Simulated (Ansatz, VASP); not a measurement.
**One calculation of C, two programs**

Contents of INCAR:

```
PREC = Accurate
ENCUT = 520
EDIFF = 1E-7
ISMEAR = -1
SIGMA = 0.08
LREAL = F
LASPH = T
NELM = 100
ALGO = Normal
ISIF = 2
LWAVE = F
LCHARG = F
GGA = PE
NBANDS = 8
```

Contents of KPOINTS:

```
Automatic mesh
0
Gamma
  20 20 20
```

File POSCAR:

```
C
1.0
    1.6209494202      0.0000000000      0.0000000000
    0.0000000000      1.6209494202      0.0000000000
    0.0000000000      0.0000000000      1.6209494202
C
1
Direct
    0.0000000000      0.0000000000      0.0000000000
```

Input for Ansatz:

```yaml
crystal:
  lattice:
    - [1.6209494202, 0.0, 0.0]
    - [0.0, 1.6209494202, 0.0]
    - [0.0, 0.0, 1.6209494202]
  atoms:
    - { symbol: C, position: [0.0, 0.0, 0.0] }
kpoints:
  mp_grid: { grid: [20, 20, 20] }
scf:
  occupations: { method: fermi_dirac, width: 0.08 }
hamiltonian:
  xc: pbe
  pseudopotentials: { kind: all_electron, lapw: { basis_error: 0.001 } }
output:
  forces: true
  stress: true
  eigenvalues: true
  populations: true
```

Change from the starting cell: volume scaled by 0.76, LAPW.

Alike in both runs: task single point; functional PBE; k mesh 20 × 20 × 20; occupations fermi-dirac, width 0.08 eV; no spin polarisation.

|  | VASP | Ansatz |
| --- | --- | --- |
| version | VASP 6.6.1 | Ansatz 0.2.0 |
| potentials or method | VASP PAW PBE potentials, release 64 (C), cutoff 520 eV | all-electron LAPW, scalar-relativistic |

|  | VASP | Ansatz | Ansatz less VASP |
| --- | --- | --- | --- |
| pressure (GPa) | 147.9 | 147.4 | -0.50 |

Both programs put the cell under a high pressure, so it lies far from rest at this level. Ansatz ran all-electron here, and VASP with PAW potentials.

Noted on VASP's run: the cell as given lies far from equilibrium.
